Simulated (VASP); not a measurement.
# Ge (I4/mmm) in VASP: further runs, part 2 of 2

VASP 6.6.1. Earlier steps stand in the parts before.

**3. Single point, HSE06**

This run uses another cell than the first one, of 19.38 Å³/atom.

Contents of POSCAR:

```
Ge
1.0
   -1.6084200000      1.6084200000      1.8731800000
    1.6084200000     -1.6084200000      1.8731800000
    1.6084200000      1.6084200000     -1.8731800000
Ge
1
Direct
    0.5000000000      0.5000000000      0.0000000000
```

Contents of INCAR.step1:

```
SYSTEM = Ge
  PREC = Accurate
  ENCUT = 520
  EDIFF = 1E-5
  ISMEAR = -1
  SIGMA = 0.05
  LREAL = .False.
  LASPH = .True.
  NELM = 100
  ALGO = Normal
  ISIF = 2
  LWAVE = .True.
  NBANDS = 13
  GGA = PE
```

Contents of INCAR.step2:

```
SYSTEM = Ge
  PREC = Accurate
  ENCUT = 520
  EDIFF = 1E-6
  ISMEAR = -1
  SIGMA = 0.05
  LREAL = .False.
  LASPH = .True.
  NELM = 100
  ALGO = Normal
  ISIF = 2
  LWAVE = .False.
  LCHARG = .True.
  GGA = PE
  LHFCALC = .True.
  HFSCREEN = 0.2079
  PRECFOCK = Normal
  LELF = .True.
  LVHAR = .True.
  NBANDS = 13
  ISTART = 1
```

Contents of KPOINTS:

```
regular mesh
0
Gamma
  6 6 6
  0 0 0
```

Potentials or basis: VASP PAW PBE potentials, release 64 (Ge_d).

On the command line:

```sh
cat potpaw_PBE.64/Ge_d/POTCAR > POTCAR
cp INCAR.step1 INCAR
mpirun -np 1 vasp_std > vasp.out
cp INCAR.step2 INCAR
mpirun -np 1 vasp_std > vasp.out
```

OUTCAR:

```text
SYSTEM = Ge
   PREC = Accurate
   ENCUT = 520
   EDIFF = 1E-6
   ISMEAR = -1
   LREAL = .False.
   LASPH = .True.
   NELM = 100
   ISIF = 2
   GGA = PE
   LHFCALC = .True.
   HFSCREEN = 0.2079
   PRECFOCK = Normal
   ISTART = 1

 ion  position               nearest neighbor table
   1  0.500  0.500  0.000-

  LATTYP: Found a body centered tetragonal cell.
 ALAT       =     3.2168400000
 C/A-ratio  =     1.1646087465

  Lattice vectors:

 A1 = (  -1.6084200000,   1.6084200000,   1.8731800000)
 A2 = (   1.6084200000,  -1.6084200000,   1.8731800000)
 A3 = (   1.6084200000,   1.6084200000,  -1.8731800000)

Analysis of symmetry for initial positions (statically):
=====================================================================
 Subroutine PRICEL returns:
 Original cell was already a primitive cell.

 Routine SETGRP: Setting up the symmetry group for a
 body centered tetragonal supercell.

 Subroutine GETGRP returns: Found 16 space group operations
 (whereof 16 operations were pure point group operations)
 out of a pool of 16 trial point group operations.

The static configuration has the point symmetry D_4h.

Analysis of symmetry for dynamics (positions and initial velocities):
=====================================================================
 Subroutine PRICEL returns:
 Original cell was already a primitive cell.

 Routine SETGRP: Setting up the symmetry group for a
 body centered tetragonal supercell.

 Subroutine GETGRP returns: Found 16 space group operations
 (whereof 16 operations were pure point group operations)
 out of a pool of 16 trial point group operations.

The dynamic configuration has the point symmetry D_4h.

 Subroutine INISYM returns: Found 16 space group operations
 (whereof 16 operations are pure point group operations),
 and found     1 'primitive' translations

[... 124 lines left out ...]
   AEXX    =    0.2500 exact exchange contribution
   HFSCREEN=    0.2079 screening length (either q_TF or 0.3 A-1)
   HFSCREENC=   0.2079 screening length for correlation (either q_TF or 0.3 A-1)
   ENCUTFOCK=  -1.0 apply spherical cutoff to Coloumb kernel
   IVDW    =     0    specifies the selected vdW correction
   LEPSILON=     F    determine dielectric tensor
   LRPA    =     F    only Hartree local field effects (RPA)
 non-spin polarized calculation
  energy-cutoff  :      520.00
  volume of cell :       19.38
 maximum number of plane-waves:       532
 NGX is ok and might be reduce to    24
  NGX = 18; NGY = 18; NGZ = 18

 number of electron      13.9999999 magnetization

 Free energy of the ion-electron system (eV)
  ---------------------------------------------------
  ext. energy  EPLUGINS =         0.00000000
  ---------------------------------------------------
  free energy    TOTEN  =        -4.82526301 eV

  energy without entropy =       -4.82230106  energy(sigma->0) =       -4.82378204

 E-fermi :   6.5594     XC(G=0):  -9.1820

 val. band max:        6.4217203826   @ k =  -0.1667  -0.3333   0.1667
 cond. band min:       6.6524677545   @ k =   0.3333   0.3333   0.1667
 fundamental gap:      0.2307473719
 Fermi energy:         6.5594448937

 k-point     1 :       0.0000    0.0000    0.0000
  band No.  band energies     occupation
      1     -21.7141      2.00000
      2     -21.7141      2.00000
      3     -21.6928      2.00000
      4     -21.6603      2.00000
      5     -21.6257      2.00000
      6      -8.0796      2.00000
      7      16.0871      0.00000
      8      16.4221      0.00000
      9      16.4221      0.00000
     10      21.2535      0.00000
     11      21.2535      0.00000
     12      22.6550      0.00000
     13      22.8697      0.00000
[... 354 lines left out ...]
  band No.  band energies     occupation
      1     -21.6976      2.00000
      2     -21.6893      2.00000
      3     -21.6607      2.00000
      4     -21.6549      2.00000
      5     -21.6249      2.00000
      6      -4.7142      2.00000
      7       6.4217      1.88033
      8      10.7095      0.00000
      9      12.5279      0.00000
     10      17.3551      0.00000
     11      20.6112      0.00000
     12      22.5737      0.00000
     13      23.9542      0.00000

 [... further k-points ...]

------------------------ aborting loop because EDIFF is reached ----------------------------------------

  FORCE on cell =-STRESS in cart. coord.  units (eV):
  Direction    XX          YY          ZZ          XY          YZ          ZX
  --------------------------------------------------------------------------------------
  -------------------------------------------------------------------------------------
  Total        0.2786060      0.2786060     -0.9914663      0.0000000     -0.0000000      0.0000000
  in kB       23.0283406     23.0283406    -81.9502161      0.0000000     -0.0000000      0.0000000
  external PRESSURE =     -11.9645117 kB  Pullay stress =       0.0000000 kB

 VOLUME and BASIS-vectors are now :
 -----------------------------------------------------------------------------
  energy-cutoff  :      520.00
  volume of cell :       19.38
      direct lattice vectors                 reciprocal lattice vectors
    -1.608420000  1.608420000  1.873180000     0.000000000  0.310864078  0.266925763
     1.608420000 -1.608420000  1.873180000     0.310864078  0.000000000  0.266925763
     1.608420000  1.608420000 -1.873180000     0.310864078  0.310864078  0.000000000

 POSITION                                       TOTAL-FORCE (eV/Angst)
 -----------------------------------------------------------------------------------
      0.00000      0.00000      1.87318         0.000000      0.000000      0.000000
 -----------------------------------------------------------------------------------
    total drift:                                0.000000     -0.000000      0.000001

  FREE ENERGIE OF THE ION-ELECTRON SYSTEM (eV)
  ---------------------------------------------------
  free  energy   TOTEN  =        -4.8252630139 eV

  energy  without entropy=       -4.8223010609  energy(sigma->0) =       -4.82378204
```

OUTCAR.step1:

```text
SYSTEM = Ge
   PREC = Accurate
   ENCUT = 520
   EDIFF = 1E-5
   ISMEAR = -1
   LREAL = .False.
[... 603 lines left out ...]
 -----------------------------------------------------------------------------------
      0.00000      0.00000      1.87318         0.000000      0.000000      0.000000
 -----------------------------------------------------------------------------------
    total drift:                               -0.000000      0.000000      0.000000

  FREE ENERGIE OF THE ION-ELECTRON SYSTEM (eV)
  ---------------------------------------------------
  free  energy   TOTEN  =        -4.1566093427 eV

  energy  without entropy=       -4.1523110113  energy(sigma->0) =       -4.15446018
```

OSZICAR.step1:

```text
N       E                     dE             d eps       ncg     rms          rms(c)
DAV:   1     0.677083223208E+02    0.67708E+02   -0.72829E+03   831   0.296E+03
DAV:   2     0.171839815872E+01   -0.65990E+02   -0.62943E+02   835   0.436E+02
DAV:   3    -0.408109334455E+01   -0.57995E+01   -0.57607E+01   880   0.737E+01
DAV:   4    -0.416734160619E+01   -0.86248E-01   -0.86235E-01   950   0.957E+00
DAV:   5    -0.416820433775E+01   -0.86273E-03   -0.86273E-03   920   0.106E+00    0.106E+00
DAV:   6    -0.416010441276E+01    0.80999E-02   -0.58995E-03  1005   0.160E+00    0.588E-01
DAV:   7    -0.415672569749E+01    0.33787E-02   -0.40498E-03   965   0.101E+00    0.564E-02
DAV:   8    -0.415660315831E+01    0.12254E-03   -0.36392E-04   960   0.435E-01    0.223E-02
DAV:   9    -0.415660934270E+01   -0.61844E-05   -0.45110E-06   665   0.209E-02
   1 F= -.41566093E+01 E0= -.41544602E+01  d E =-.429833E-02
```

Wall time 14 min (1 thread of Intel Xeon 6975P-C (Granite Rapids), shared host); peak memory 0.24 GiB.

What came out:

```
Free energy            : -4.8253 eV
Pressure               : -1.2 GPa
Band gap on the k mesh : zero (bands 7 and 8 overlap by 12.70 eV)
```

Levels at points of the mesh, in eV from the Fermi level:
```
           k point  band 3  band 4  band 5  band 6  band 7  band 8  band 9  band 10  band 11  band 12
(0.00, 0.00, 0.00)  -28.25  -28.22  -28.19  -14.64    9.53    9.86    9.86    14.69    14.69    16.10
(0.50, 0.00, 0.00)  -28.22  -28.19  -28.16   -8.72   -6.14    5.72    8.13    11.01    11.35    16.64
(0.50, 0.50, 0.00)  -28.19  -28.18  -28.14   -7.51   -5.54    3.59    5.24     8.31     8.38    23.71
(0.50, 0.50, 0.50)  -28.17  -28.15  -28.15   -3.82   -2.84    0.84    0.84     4.77     5.53    27.66
```

Caveat: the k points lie up to 0.43 Å⁻¹ apart, too coarse for converged energies and pressures of a metal; the PAW data sets were made with another functional, which shifts forces and pressure a little.

The gap in the log of VASP goes by the Fermi energy; the results here count the filled bands.